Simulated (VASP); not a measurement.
Wanted: the native input for a VASP 6.6.1 run.

```
Task                   : single point
Functional             : PBE
Potentials or basis    : VASP PAW PBE potentials, release 64 (Co, O)
Cutoff                 : 520 eV
k mesh                 : 14 × 14 × 14
Occupations            : gaussian, width 0.05 eV
Spin                   : collinear spin, ferromagnetic start
Starting moments       : [2.75, 0.0] μB
Dipole correction      : no
Further INCAR settings : ALGO = Normal; EDIFF = 1e-06; NBANDS = 18
```

The structure of CoO lies in POSCAR:

```
CoO
1.0
   -1.5080004431      1.5080004431      2.1072503604
    1.5080004431     -1.5080004431      2.1072503604
    1.5080004431      1.5080004431     -2.1072503604
Co O
1 1
Direct
    0.0000000000      0.0000000000      0.0000000000
    0.5000000000      0.5000000000      0.0000000000
```

The input as run:

INCAR

```
SYSTEM = CoO
ALGO     = Normal         ! electronic algorithm
EDIFF    = 1E-6           ! SCF threshold, eV
ENCUT    = 520            ! plane-wave cutoff, eV
GGA      = PE             ! functional
ISIF     = 2              ! what is computed and relaxed
ISMEAR   = 0              ! smearing method
ISPIN    = 2              ! spin polarisation
LASPH    = .TRUE.         ! aspherical terms in the spheres
LCHARG   = .TRUE.         ! write CHGCAR
LELF     = .TRUE.         ! ELF
LMAXMIX  = 4              ! l up to which the mixer works
LORBIT   = 11             ! projections on sites
LREAL    = .FALSE.        ! projectors in reciprocal space
LVHAR    = .TRUE.       
LWAVE    = .FALSE.        ! write WAVECAR
MAGMOM   = 2.75 0         ! initial moments
NBANDS   = 18             ! bands
NELM     = 150            ! most SCF steps
PREC     = Accurate       ! precision mode
SIGMA    = 0.05           ! smearing width, eV
```

KPOINTS

```
k-points
0
G
  14 14 14
  0 0 0
```

Potentials or basis: VASP PAW PBE potentials, release 64 (Co, O).

Run with:

```console
$ cat potpaw_PBE.64/Co/POTCAR potpaw_PBE.64/O/POTCAR > POTCAR
$ mpirun -np 1 vasp_std > vasp.out
```

It gave:

```json
{
  "Pressure": "-0.5 GPa",
  "Net moment": "2.92 μB per cell",
  "Site moments": "Co +2.56; O +0.30 μB",
  "Valence electrons inside the program's atomic spheres": "Co 7.81; O 4.98"
}
```

Caveat: a cell with one magnetic atom can't hold antiferromagnetic order, which such compounds often take.

Wall time 7.2 min on 1 thread of AMD EPYC 7R13, with other jobs on the host, peak memory 0.22 GiB.
